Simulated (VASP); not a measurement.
## AlCo: single point with PBE

The system is AlCo.

```
Co Al
1.0
     2.81940    0.00000    0.00000
     0.00000    2.81940    0.00000
     0.00000    0.00000    2.81940
Co Al
1 1
Direct
  0.50000 0.50000 0.50000
  0.00000 0.00000 0.00000
```

```json
{
  "Program": "VASP 6.6.1",
  "Task": "single point",
  "Functional": "PBE",
  "Potentials or basis": "VASP PAW PBE potentials, release 64 (Co, Al)",
  "Cutoff": "520 eV",
  "k mesh": "8 × 8 × 8",
  "Occupations": "fermi-dirac, width 0.05 eV",
  "Spin": "collinear spin, ferromagnetic start",
  "Starting moments": "[2.5, 0.0] μB",
  "Fixed moment": "2.5 μB",
  "Dipole correction": "no",
  "Further INCAR settings": "ALGO = Normal; EDIFF = 1e-06; NBANDS = 17"
}
```

| Property | Result |
| --- | --- |
| Pressure | 35.2 GPa |
| Net moment | 2.50 μB per cell |
| Site moments | Co +2.12; Al +0.07 μB |
| Valence electrons inside the program's atomic spheres | Co 8.41; Al 0.88 |

Run time: 21 s on 1 thread of Intel(R) Xeon(R) Platinum 8488C (Sapphire Rapids) (shared host), peak memory 0.16 GiB.

Caveat: the total moment is fixed, so each spin has its own Fermi level.
